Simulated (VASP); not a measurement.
## Ca4B3: single point with PBE

Crystal: Ca4B3.

```
Ca B
1.0
     4.42070    0.00000    0.00000
     0.16300    5.14354    0.00000
     0.52285    2.31699    6.93116
Ca B
4 3
Direct
  0.43944 0.48097 0.30617
  0.92071 0.09516 0.15204
  0.95133 0.52712 0.68807
  0.46754 0.96278 0.77739
  0.43419 0.38362 0.94283
  0.01871 0.11254 0.51073
  0.26807 0.93782 0.43997
```

```yaml
Program: VASP 6.6.1
Task: single point
Functional: PBE
Potentials_or_basis: VASP PAW PBE potentials, release 64 (Ca_sv, B)
Cutoff: 520 eV
k_mesh: 4 × 4 × 4
Occupations: gaussian, width 0.1 eV
Spin: no spin polarisation
Dipole_correction: no
Further_INCAR_settings: ALGO = Fast; EDIFF = 1e-06; NBANDS = 34
```

| Property | Result |
| --- | --- |
| Pressure | 0.1 GPa |
| Largest force | 0.082 eV/Å |
| Band gap on the k mesh | zero (an odd number of electrons rules out a gap without spin polarisation) |

Forces in eV/Å, atoms in the order of the input:
```
Ca   0.010  0.006  0.022
Ca  -0.016 -0.020  0.078
Ca   0.005  0.003 -0.068
Ca   0.012 -0.016 -0.038
B    0.011  0.022 -0.001
B   -0.016 -0.008 -0.004
B   -0.006  0.014  0.011
```

Stress tensor (GPa, compression positive):
```
-0.19 -0.05  0.03
-0.05  0.12 -0.12
 0.03 -0.12  0.42
```

Levels at points of the mesh, in eV from the Fermi level:
```tsv
k point	band 22	band 23	band 24	band 25	band 26	band 27
(0.00, 0.00, 0.00)	-0.88	-0.68	-0.48	0.07	0.69	1.13
(0.50, 0.00, 0.00)	-1.37	-0.77	-0.17	0.10	0.97	1.11
(0.00, 0.50, 0.00)	-0.88	-0.76	-0.16	0.05	0.83	1.23
(0.50, 0.50, 0.00)	-1.31	-0.81	-0.63	0.16	0.17	1.17
(0.00, 0.00, 0.50)	-0.91	-0.56	0.01	0.13	0.52	0.84
(0.50, 0.00, 0.50)	-1.16	-0.79	-0.16	0.11	0.73	1.17
(0.00, 0.50, 0.50)	-1.06	-0.61	-0.49	0.06	0.94	1.29
(0.50, 0.50, 0.50)	-1.49	-0.78	-0.49	-0.03	0.55	1.05
```

Run time: 2.7 min on 1 thread of Intel(R) Xeon(R) 6975P-C (Granite Rapids), with other jobs on the host, peak memory 0.35 GiB.
